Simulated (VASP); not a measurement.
# NaMg3O4 (Pm-3m) in VASP: a series of runs

The runs below take NaMg3O4 through single point, with PBE+D3(BJ).

Program: VASP 6.6.1. These are calculated values, not measurements. Logs are shortened: lines on timing, memory, paths and dates and some standing lists are left out, and cuts for length are marked.

## 1. The cell of the first run

It takes space group Pm-3m (No. 221, cubic). The conventional cell has a = 4.383 Å, b = 4.383 Å, c = 4.383 Å, α = 90.00°, β = 90.00°, γ = 90.00°. Within 2.9 Å of Mg (site symmetry 4/mmm) lie 6 O at 2.19 Å. Within 2.9 Å of Na (site symmetry m-3m) lie 6 O at 2.19 Å. Within 2.9 Å of O (site symmetry 4/mmm) lie 4 Mg at 2.19 Å and 2 Na at 2.19 Å. O (site symmetry m-3m) has 6 Mg at 2.19 Å within 2.9 Å.

## 2. Single point, PBE+D3(BJ)

INCAR reads:

```
PREC = Accurate
ENCUT = 520
EDIFF = 1E-6
ISMEAR = -5
SIGMA = 0.05
LREAL = False
LASPH = True
NELM = 60
ALGO = Normal
ISIF = 2
LWAVE = False
LCHARG = False
GGA = PE
IVDW = 12
NBANDS = 28
```

KPOINTS reads:

```
regular mesh
0
Gamma
  6 6 6
```

POSCAR reads:

```
NaMg3O4
1.0
    4.3825872959      0.0000000000      0.0000000000
    0.0000000000      4.3825872959      0.0000000000
    0.0000000000      0.0000000000      4.3825872959
Mg Na O
3 1 4
Direct
    0.5000000000      0.5000000000      0.0000000000
    0.0000000000      0.5000000000      0.5000000000
    0.5000000000      0.0000000000      0.5000000000
    0.0000000000      0.0000000000      0.0000000000
    0.0000000000      0.5000000000      0.0000000000
    0.5000000000      0.0000000000      0.0000000000
    0.0000000000      0.0000000000      0.5000000000
    0.5000000000      0.5000000000      0.5000000000
```

Potentials or basis: VASP PAW PBE potentials, release 64 (Mg, Na_pv, O).

On the command line:

```bash
cat potpaw_PBE.64/Mg/POTCAR potpaw_PBE.64/Na_pv/POTCAR potpaw_PBE.64/O/POTCAR > POTCAR
mpirun -np 1 vasp_std > vasp.out
```

OUTCAR:

```text
PREC = Accurate
   ENCUT = 520
   EDIFF = 1E-6
   ISMEAR = -5
   LREAL = False
   LASPH = True
   NELM = 60
   ISIF = 2
   GGA = PE
   IVDW = 12
 IVDW          = 12

 ion  position               nearest neighbor table
   1  0.500  0.500  0.000-   5 2.19   6 2.19   8 2.19   8 2.19   6 2.19   5 2.19   2 3.10   3 3.10
                             2 3.10   3 3.10   4 3.10   3 3.10   3 3.10   2 3.10   4 3.10   4 3.10
   2  0.000  0.500  0.500-   5 2.19   7 2.19   8 2.19   5 2.19   7 2.19   8 2.19   1 3.10   4 3.10
                             1 3.10   3 3.10   4 3.10   3 3.10   4 3.10   1 3.10   3 3.10   4 3.10
   3  0.500  0.000  0.500-   6 2.19   7 2.19   8 2.19   6 2.19   8 2.19   7 2.19   1 3.10   4 3.10
                             1 3.10   1 3.10   2 3.10   2 3.10   1 3.10   2 3.10   4 3.10   4 3.10
   4  0.000  0.000  0.000-   5 2.19   6 2.19   7 2.19   7 2.19   5 2.19   6 2.19   2 3.10   3 3.10
                             1 3.10   1 3.10   2 3.10   2 3.10   2 3.10   1 3.10   3 3.10   3 3.10
   5  0.000  0.500  0.000-   1 2.19   2 2.19   4 2.19   2 2.19   4 2.19   1 2.19
   6  0.500  0.000  0.000-   1 2.19   3 2.19   4 2.19   3 2.19   1 2.19   4 2.19
   7  0.000  0.000  0.500-   2 2.19   3 2.19   4 2.19   4 2.19   2 2.19   3 2.19
   8  0.500  0.500  0.500-   1 2.19   2 2.19   3 2.19   1 2.19   3 2.19   2 2.19

  LATTYP: Found a simple cubic cell.
 ALAT       =     4.3825872959

  Lattice vectors:

 A1 = (   4.3825872959,   0.0000000000,   0.0000000000)
 A2 = (   0.0000000000,   4.3825872959,   0.0000000000)
 A3 = (   0.0000000000,   0.0000000000,   4.3825872959)

Analysis of symmetry for initial positions (statically):
=====================================================================
 Subroutine PRICEL returns:
 Original cell was already a primitive cell.

 Routine SETGRP: Setting up the symmetry group for a
 simple cubic supercell.

 Subroutine GETGRP returns: Found 48 space group operations
 (whereof 48 operations were pure point group operations)
 out of a pool of 48 trial point group operations.

The static configuration has the point symmetry O_h .

Analysis of symmetry for dynamics (positions and initial velocities):
=====================================================================
 Subroutine PRICEL returns:
 Original cell was already a primitive cell.

 Routine SETGRP: Setting up the symmetry group for a
 simple cubic supercell.

 Subroutine GETGRP returns: Found 48 space group operations
 (whereof 48 operations were pure point group operations)
 out of a pool of 48 trial point group operations.

The dynamic configuration has the point symmetry O_h .

 Subroutine INISYM returns: Found 48 space group operations
 (whereof 48 operations are pure point group operations),
 and found     1 'primitive' translations

----------------------------------------------------------------------------------------

                                     Primitive cell

  volume of cell :      84.1767

  direct lattice vectors                    reciprocal lattice vectors
     4.382587296  0.000000000  0.000000000     0.228175717  0.000000000  0.000000000
     0.000000000  4.382587296  0.000000000     0.000000000  0.228175717  0.000000000
     0.000000000  0.000000000  4.382587296     0.000000000  0.000000000  0.228175717

  length of vectors
     4.382587296  4.382587296  4.382587296     0.228175717  0.228175717  0.228175717

  position of ions in fractional coordinates (direct lattice)
     0.500000000  0.500000000  0.000000000
     0.000000000  0.500000000  0.500000000
     0.500000000  0.000000000  0.500000000
     0.000000000  0.000000000  0.000000000
     0.000000000  0.500000000  0.000000000
     0.500000000  0.000000000  0.000000000
     0.000000000  0.000000000  0.500000000
     0.500000000  0.500000000  0.500000000

  ion indices of the primitive-cell ions
   primitive index   ion index
                 1           1
                 2           2
                 3           3
                 4           4
                 5           5
                 6           6
                 7           7
                 8           8

----------------------------------------------------------------------------------------

 KPOINTS: regular mesh

Automatic generation of k-mesh.
 Grid dimensions read from file:
 generate k-points for:    6    6    6

 Generating k-lattice:

  Cartesian coordinates                     Fractional coordinates (reciprocal lattice)
     0.038029286  0.000000000  0.000000000     0.166666667  0.000000000  0.000000000
     0.000000000  0.038029286  0.000000000     0.000000000  0.166666667  0.000000000
     0.000000000  0.000000000  0.038029286     0.000000000  0.000000000  0.166666667

  Length of vectors
     0.038029286  0.038029286  0.038029286

  Shift w.r.t. Gamma in fractional coordinates (k-lattice)
     0.000000000  0.000000000  0.000000000

 TETIRR: Found    104 inequivalent tetrahedra from     1296

 Subroutine IBZKPT returns following result:
 ===========================================

 Found     20 irreducible k-points:

 Following reciprocal coordinates:
            Coordinates               Weight
  0.000000  0.000000  0.000000      1.000000
  0.166667  0.000000  0.000000      6.000000
  0.333333  0.000000  0.000000      6.000000
  0.500000  0.000000  0.000000      3.000000
  0.166667  0.166667  0.000000     12.000000
  0.333333  0.166667  0.000000     24.000000
[... 12 lines left out ...]
  0.500000  0.500000  0.333333      6.000000
  0.500000  0.500000  0.500000      1.000000
   k-points           NKPTS =     20   k-points in BZ     NKDIM =     20   number of bands    NBANDS=     28
   number of dos      NEDOS =    301   number of ions     NIONS =      8
   total plane-waves  NPLWV =  46656
   dimension x,y,z NGX =    36 NGY =   36 NGZ =   36
   dimension x,y,z NGXF=    72 NGYF=   72 NGZF=   72
   ions per type =               3   1   4
   NGX,Y,Z   is equivalent  to a cutoff of  13.66, 13.66, 13.66 a.u.
   NGXF,Y,Z  is equivalent  to a cutoff of  27.31, 27.31, 27.31 a.u.
 SYSTEM =  unknown system
   PREC   = accura    normal or accurate (medium, high low for compatibility)
   ISTART =      0    job   : 0-new  1-cont  2-samecut
   ICHARG =      2    charge: 1-file 2-atom 10-const
   ISPIN  =      1    spin polarized calculation?
   LNONCOLLINEAR =      F non collinear calculations
   LSORBIT =      F    spin-orbit coupling
   LASPH  =      T    aspherical Exc in radial PAW
   ENCUT  =  520.0 eV  38.22 Ry    6.18 a.u.   8.15  8.15  8.15*2*pi/ulx,y,z
   NELM   =     60;   NELMIN=  2; NELMDL= -5     # of ELM steps
   EDIFF  = 0.1E-05   stopping-criterion for ELM
   LREAL  =      F    real-space projection
   EDIFFG = 0.1E-04   stopping-criterion for IOM
   NSW    =      0    number of steps for IOM
   IBRION =     -1    ionic relax: 0-MD 1-quasi-New 2-CG
   NFREE  =      0    steps in history (QN), initial steepest desc. (CG)
   ISIF   =      2    stress and relaxation
   ISYM   =      2    0-nonsym 1-usesym 2-fastsym
   POTIM  = 0.5000    time-step for ionic-motion
   TEBEG  =    0.0;   TEEND  =   0.0 temperature during run
   PSTRESS=    0.0 pullay stress
   NELECT =      37.0000    total number of electrons
   NUPDOWN=      -1.0000    fix difference up-down
   EMIN   =  10.00;   EMAX   =-10.00  energy-range for DOS
   EFERMI =   0.00;   METHOD = LEGACY
   ISMEAR =    -5;   SIGMA  =   0.05  broadening in eV -4-tet -1-fermi 0-gaus
   EFERMI_NEDOS =   21; number of points for ismear=-14 and -15
   IALGO  =     38    algorithm
   IMIX   =      4    mixing-type and parameters
     AMIX     =   0.40;   BMIX     =  1.00
     AMIX_MAG =   1.60;   BMIX_MAG =  1.00
  volume/ion in A,a.u.               =      10.52        71.01
  Fermi-wavevector in a.u.,A,eV,Ry     =   1.244739  2.352215 21.080516  1.549374
  Thomas-Fermi vector in A             =   2.378992
   LORBIT       =      0    0 simple, 1 ext, 2 COOP (PROOUT), +10 PAW based schemes
   GGA     = PE    functional components
   LHFCALC =     F    Hartree Fock is set to
   AEXX    =    0.0000 exact exchange contribution
   IVDW    =    12    specifies the selected vdW correction
   LEPSILON=     F    determine dielectric tensor
   LRPA    =     F    only Hartree local field effects (RPA)
 non-spin polarized calculation
 Fermi weights with tetrahedron method with Bloechl corrections
  energy-cutoff  :      520.00
  volume of cell :       84.18
 maximum number of plane-waves:      2301
 NGX is ok and might be reduce to    36
   NGX = 17   NGY = 17   NGZ = 17

 number of electron      36.9999984 magnetization

 Free energy of the ion-electron system (eV)
  ---------------------------------------------------
  ext. energy  EPLUGINS =         0.00000000
  ---------------------------------------------------
  free energy    TOTEN  =       -42.52269329 eV

  energy without entropy =      -42.52269329  energy(sigma->0) =      -42.52269329

 E-fermi :   1.8009     XC(G=0): -10.4796

 val. band max:        2.0446623702   @ k =   0.0000   0.0000   0.0000
 cond. band min:       1.7970261626   @ k =   0.3333   0.0000   0.0000
 fundamental gap:     -0.2476362076
 Fermi energy:         1.8008840807

 k-point     1 :       0.0000    0.0000    0.0000
  band No.  band energies     occupation
      1     -17.7855      2.00000
      2     -17.7855      2.00000
      3     -17.7855      2.00000
      4     -14.7263      2.00000
      5     -13.6760      2.00000
      6     -13.5062      2.00000
[... 20 lines left out ...]
     27      14.1485      0.00000
     28      14.1485      0.00000

 k-point     2 :       0.1667    0.0000    0.0000
  band No.  band energies     occupation
      1     -17.8146      2.00000
      2     -17.7852      2.00000
      3     -17.7852      2.00000
      4     -14.6445      2.00000
      5     -13.7058      2.00000
      6     -13.5025      2.00000
[... 550 lines left out ...]
 k-point    20 :       0.5000    0.5000    0.5000
  band No.  band energies     occupation
      1     -17.8891      2.00000
      2     -17.8891      2.00000
      3     -17.8891      2.00000
      4     -14.0371      2.00000
      5     -13.4880      2.00000
      6     -13.4880      2.00000
[... 20 lines left out ...]
     27      14.8457      0.00000
     28      16.9871      0.00000

------------------------ aborting loop because EDIFF is reached ----------------------------------------

 Edisp (eV)   -2.00275

 E8    (eV) :    -0.8003

  FORCE on cell =-STRESS in cart. coord.  units (eV):
  Direction    XX          YY          ZZ          XY          YZ          ZX
  --------------------------------------------------------------------------------------
  -------------------------------------------------------------------------------------
  Total      -3.97733    -3.97733    -3.97733     0.00000     0.00000     0.00000
  in kB     -75.70250   -75.70250   -75.70250     0.00000     0.00000     0.00000
  external pressure =      -75.70 kB  Pullay stress =        0.00 kB

 VOLUME and BASIS-vectors are now :
 -----------------------------------------------------------------------------
  energy-cutoff  :      520.00
  volume of cell :       84.18
      direct lattice vectors                 reciprocal lattice vectors
     4.382587296  0.000000000  0.000000000     0.228175717  0.000000000  0.000000000
     0.000000000  4.382587296  0.000000000     0.000000000  0.228175717  0.000000000
     0.000000000  0.000000000  4.382587296     0.000000000  0.000000000  0.228175717

 POSITION                                       TOTAL-FORCE (eV/Angst)
 -----------------------------------------------------------------------------------
      2.19129      2.19129      0.00000         0.000000      0.000000      0.000000
      0.00000      2.19129      2.19129         0.000000      0.000000      0.000000
      2.19129      0.00000      2.19129         0.000000      0.000000      0.000000
      0.00000      0.00000      0.00000         0.000000      0.000000      0.000000
      0.00000      2.19129      0.00000         0.000000      0.000000      0.000000
      2.19129      0.00000      0.00000         0.000000      0.000000      0.000000
      0.00000      0.00000      2.19129         0.000000      0.000000      0.000000
      2.19129      2.19129      2.19129         0.000000      0.000000      0.000000
 -----------------------------------------------------------------------------------
    total drift:                                0.000000      0.000000     -0.000000

  FREE ENERGIE OF THE ION-ELECTRON SYSTEM (eV)
  ---------------------------------------------------
  free  energy   TOTEN  =       -44.5254407855 eV

  energy  without entropy=      -44.5254407855  energy(sigma->0) =      -44.52544079
```

Run time: 60 s. Hardware: 1 thread of Intel Xeon Platinum 8375C at 2.90GHz (Ice Lake), shared host; peak memory 0.23 GiB.

What came out:

| Property | Result |
| --- | --- |
| Free energy | -44.5254 eV |
| Pressure | -7.6 GPa |
| Dispersion energy per atom | -0.250 eV |

Levels at points of the mesh, in eV from the Fermi level:
| k point | band 16 | band 17 | band 18 | band 19 | band 20 | band 21 |
| --- | --- | --- | --- | --- | --- | --- |
| (0.00, 0.00, 0.00) | -0.78 | 0.24 | 0.24 | 0.24 | 4.26 | 8.91 |
| (0.50, 0.00, 0.00) | -0.63 | -0.63 | -0.12 | -0.12 | 7.10 | 7.76 |
| (0.50, 0.50, 0.00) | -0.53 | -0.53 | -0.46 | 0.00 | 8.54 | 9.09 |
| (0.50, 0.50, 0.50) | -0.45 | -0.45 | 0.00 | 0.00 | 7.36 | 8.15 |

Caveat: an odd number of electrons without spin polarisation forces a metal; a magnetic or distorted state may lie lower; pairwise dispersion overbinds metals, which lowers pressure and volume; tetrahedron occupations give inexact forces and stress in metals.

## 3. Single point, PBE+D3(BJ)

This run uses another cell than the first one, of 10.73 Å³/atom, 1.020 times its volume.

INCAR reads:

```
PREC     = Accurate       # precision mode
ENCUT    = 520            # plane-wave cutoff, eV
EDIFF    = 1E-6           # SCF threshold, eV
ISMEAR   = -5             # smearing method
SIGMA    = 0.05           # smearing width, eV
LREAL    = False          # projectors in reciprocal space
LASPH    = True           # aspherical terms in the spheres
NELM     = 100            # most SCF steps
ALGO     = Normal         # electronic algorithm
ISIF     = 2              # what is computed and relaxed
LWAVE    = False          # write WAVECAR
LCHARG   = False          # write CHGCAR
GGA      = PE             # functional
IVDW     = 12             # dispersion correction
NBANDS   = 28             # bands
```

KPOINTS reads:

```
Automatic mesh
0
Gamma
  6 6 6
```

POSCAR, as its differences from that of step 2:

```diff
@@ -2,5 +2,5 @@
 1.0
-    4.3825872959      0.0000000000      0.0000000000
-    0.0000000000      4.3825872959      0.0000000000
-    0.0000000000      0.0000000000      4.3825872959
+    4.4110464524      0.0000000000      0.0000000000
+    0.0000000000      4.4110464524      0.0000000000
+    0.0000000000      0.0000000000      4.4110464524
 Mg Na O
```

Potentials or basis: VASP PAW PBE potentials, release 64 (Mg, Na_pv, O).

On the command line:

```bash
cat potpaw_PBE.64/Mg/POTCAR potpaw_PBE.64/Na_pv/POTCAR potpaw_PBE.64/O/POTCAR > POTCAR
mpirun -np 1 vasp_std > vasp.out
```

Run time: 55 s. Hardware: 1 thread of Intel Xeon Platinum 8375C at 2.90GHz (Ice Lake), shared host; peak memory 0.23 GiB.

It converged, with:

```yaml
Free_energy: -44.4396 eV
Pressure: -9.4 GPa
Dispersion_energy_per_atom: -0.245 eV
```

Levels at points of the mesh, in eV from the Fermi level:
```csv
k point,band 15,band 16,band 17,band 18,band 19,band 20,band 21,band 22
"(0.00, 0.00, 0.00)",-0.77,-0.77,0.23,0.23,0.23,4.10,8.71,8.71
"(0.50, 0.00, 0.00)",-0.83,-0.62,-0.62,-0.12,-0.12,6.91,7.58,10.66
"(0.50, 0.50, 0.00)",-0.67,-0.51,-0.51,-0.45,0.00,8.36,8.91,8.91
"(0.50, 0.50, 0.50)",-0.44,-0.44,-0.44,0.01,0.01,7.23,8.03,8.03
```

Caveat: an odd number of electrons without spin polarisation forces a metal; a magnetic or distorted state may lie lower; pairwise dispersion overbinds metals, which lowers pressure and volume; tetrahedron occupations give inexact forces and stress in metals.

## 4. Single point, PBE+D3(BJ)

This run uses another cell than the first one, of 10.93 Å³/atom, 1.039 times its volume.

INCAR reads:

```
PREC = Accurate ; ENCUT = 520
EDIFF = 1E-7 ; ISMEAR = -5
SIGMA = 0.05 ; LREAL = False
LASPH = True ; NELM = 100
ALGO = Normal ; ISIF = 2
LWAVE = False ; LCHARG = False
GGA = PE ; IVDW = 12
NBANDS = 28
```

KPOINTS is that of step 3.

POSCAR, as its differences from that of step 3:

```diff
@@ -2,5 +2,5 @@
 1.0
-    4.4110464524      0.0000000000      0.0000000000
-    0.0000000000      4.4110464524      0.0000000000
-    0.0000000000      0.0000000000      4.4110464524
+    4.4391430472      0.0000000000      0.0000000000
+    0.0000000000      4.4391430472      0.0000000000
+    0.0000000000      0.0000000000      4.4391430472
 Mg Na O
```

On the command line:

```bash
cat potpaw_PBE.64/Mg/POTCAR potpaw_PBE.64/Na_pv/POTCAR potpaw_PBE.64/O/POTCAR > POTCAR
mpirun -np 1 vasp_std > vasp.out
```

Wall time 63 s (1 thread of Intel Xeon Platinum 8375C at 2.90GHz (Ice Lake), shared host); peak memory 0.23 GiB.

The run converged. Its results:

| Item | Value |
| --- | --- |
| Free energy | -44.3356 eV |
| Pressure | -11.1 GPa |
| Dispersion energy per atom | -0.241 eV |

Levels at points of the mesh, in eV from the Fermi level:
```tsv
k point	band 16	band 17	band 18	band 19	band 20	band 21
(0.00, 0.00, 0.00)	-0.76	0.22	0.22	0.22	3.94	8.52
(0.50, 0.00, 0.00)	-0.61	-0.61	-0.12	-0.12	6.74	7.40
(0.50, 0.50, 0.00)	-0.50	-0.50	-0.44	0.00	8.20	8.73
(0.50, 0.50, 0.50)	-0.43	-0.43	0.01	0.01	7.12	7.91
```

Caveat: an odd number of electrons without spin polarisation forces a metal; a magnetic or distorted state may lie lower; pairwise dispersion overbinds metals, which lowers pressure and volume; tetrahedron occupations give inexact forces and stress in metals.

## 5. The runs side by side

| cell | gap on the mesh (eV) | pressure (GPa) |
| --- | --- | --- |
| a = 4.383 Å, 8 atoms | none | -7.6 |
| a = 4.411 Å, 8 atoms | none | -9.4 |
| a = 4.439 Å, 8 atoms | none | -11.1 |

Alike in all rows: task single point; level PBE+D3(BJ); potentials or basis VASP PAW PBE potentials, release 64 (Mg, Na_pv, O); no spin polarisation; k mesh 6 × 6 × 6; cutoff (eV) 520; smearing tetrahedron.

Caveats: an odd number of electrons without spin polarisation forces a metal; a magnetic or distorted state may lie lower; pairwise dispersion overbinds metals, which lowers pressure and volume; tetrahedron occupations give inexact forces and stress in metals.

Total energies depend on the potentials used, so only differences within one code and one set of settings carry meaning.
